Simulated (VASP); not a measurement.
A run of VASP 6.6.1:

The input INCAR:

```
SYSTEM = Ni
PREC = Accurate
ENCUT = 520
EDIFF = 1E-7
ISMEAR = -1
SIGMA = 0.05
LREAL = .FALSE.
LASPH = .TRUE.
NELM = 150
ALGO = Normal
ISIF = 2
LWAVE = .FALSE.
LCHARG = .FALSE.
ISPIN = 2
MAGMOM = 1.5 1.5
LORBIT = 11
LMAXMIX = 4
GGA = CA
NBANDS = 21
```

File KPOINTS:

```
Automatic mesh
0
G
  11 11 11
  0 0 0
```

File POSCAR:

```
Ni
1.0
    0.0000000000      2.7674309400      0.0000000000
    0.0000000000      0.0000000000      2.7674309400
    2.7674309400      0.0000000000      0.0000000000
Ni
2
Direct
    0.0000000000      0.0000000000      0.0000000000
    0.5000000000      0.5000000000      0.5000000000
```

Potentials or basis: VASP PAW LDA potentials, release 64 (Ni).

Command:

```console
$ cat potpaw_LDA.64/Ni/POTCAR > POTCAR
$ mpirun -np 1 vasp_std > vasp.out
```

Hardware: 1 thread of Intel(R) Xeon(R) Platinum 8488C (Sapphire Rapids), with other jobs on the host.

**Question.** How long does it take, and how much memory?

**Answer.** Wall time 23 s on 1 thread of Intel(R) Xeon(R) Platinum 8488C (Sapphire Rapids) (shared host), peak memory 0.15 GiB. Counts: scf iterations 13, k points 56.
